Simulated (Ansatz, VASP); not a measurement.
## ZnSn2N3: VASP beside Ansatz

INCAR

```
ALGO = Fast
EDIFF = 1E-6
ENCUT = 520
GGA = PE
ISIF = 2
ISMEAR = 0
LASPH = True
LCHARG = False
LREAL = False
LWAVE = False
NBANDS = 67
NELM = 80
PREC = Accurate
SIGMA = 0.1
```

KPOINTS

```
k-points
0
Gamma
  6 4 2
```

POSCAR

```
ZnSn2N3
1.0
    3.1018496280      0.0000000000      0.0000000000
    0.0647921485      5.5969120302      0.0000000000
    0.1746226069      0.4400762799     10.1805045757
Zn Sn N
2 4 6
Direct
    0.5583473959      0.5424396276      0.5632642901
    0.6255513635      0.0624109954      0.0515440446
    0.0457516128      0.9907466846      0.6549273407
    0.1366602819      0.5182892792      0.1588015339
    0.0821501263      0.4753224929      0.8343256645
    0.0555691947      0.0183131531      0.3347088467
    0.5861766515      0.8956032247      0.4896343282
    0.5842152594      0.3910551888      0.9963127235
    0.6480676825      0.7293326800      0.7517589512
    0.5214133148      0.2911940882      0.2830558379
    0.4611460495      0.2687241165      0.6981228083
    0.6949510670      0.8165684691      0.1835436303
```

Input for Ansatz:

```yaml
crystal:
  lattice:
    - [3.101849628, 0.0, 0.0]
    - [0.0647921485, 5.5969120302, 0.0]
    - [0.1746226069, 0.4400762799, 10.1805045757]
  atoms:
    - { symbol: Zn, position: [0.5583473959, 0.5424396276, 0.5632642901] }
    - { symbol: Zn, position: [0.6255513635, 0.0624109954, 0.0515440446] }
    - { symbol: Sn, position: [0.0457516128, 0.9907466846, 0.6549273407] }
    - { symbol: Sn, position: [0.1366602819, 0.5182892792, 0.1588015339] }
    - { symbol: Sn, position: [0.0821501263, 0.4753224929, 0.8343256645] }
    - { symbol: Sn, position: [0.0555691947, 0.0183131531, 0.3347088467] }
    - { symbol: "N", position: [0.5861766515, 0.8956032247, 0.4896343282] }
    - { symbol: "N", position: [0.5842152594, 0.3910551888, 0.9963127235] }
    - { symbol: "N", position: [0.6480676825, 0.72933268, 0.7517589512] }
    - { symbol: "N", position: [0.5214133148, 0.2911940882, 0.2830558379] }
    - { symbol: "N", position: [0.4611460495, 0.2687241165, 0.6981228083] }
    - { symbol: "N", position: [0.694951067, 0.8165684691, 0.1835436303] }
basis:
  ecutwfc: 420
kpoints:
  mp_grid: { grid: [6, 4, 2] }
hamiltonian:
  xc: pbe
scf:
  occupations: { method: gaussian, width: 0.1 }
  lower_state_search: "off"
output:
  forces: true
  stress: true
  eigenvalues: true
```

Change from the starting cell: the structure that the rattled cell fell into.

Alike in both runs: task single point; functional PBE; k mesh 6 × 4 × 2; occupations gaussian, width 0.1 eV; no spin polarisation.

```csv
,VASP,Ansatz
version,VASP 6.6.1,Ansatz 0.2.0
potentials or method,"VASP PAW PBE potentials, release 64 (Zn, Sn_d, N), cutoff 520 eV","scalar-relativistic, plane waves, PAW"
valence electrons in the cell,110,110
```

Ansatz gave:

- gap on the k mesh at the Fermi level (eV): none
- pressure (GPa): 3.0
- traceless stress, the component that is largest in VASP (GPa): -0.88
- rms of the force components (eV/Å): 0.337

Q: What did VASP give for the same quantities?

A: gap on the k mesh at the Fermi level (eV): none; pressure (GPa): 3.3; traceless stress, the component that is largest in VASP (GPa): -0.73; rms of the force components (eV/Å): 0.339.

Atom by atom the forces differ by 0.023 eV/Å (rms over components). A gap of «none» marks a metal or a gap that the smearing closes.
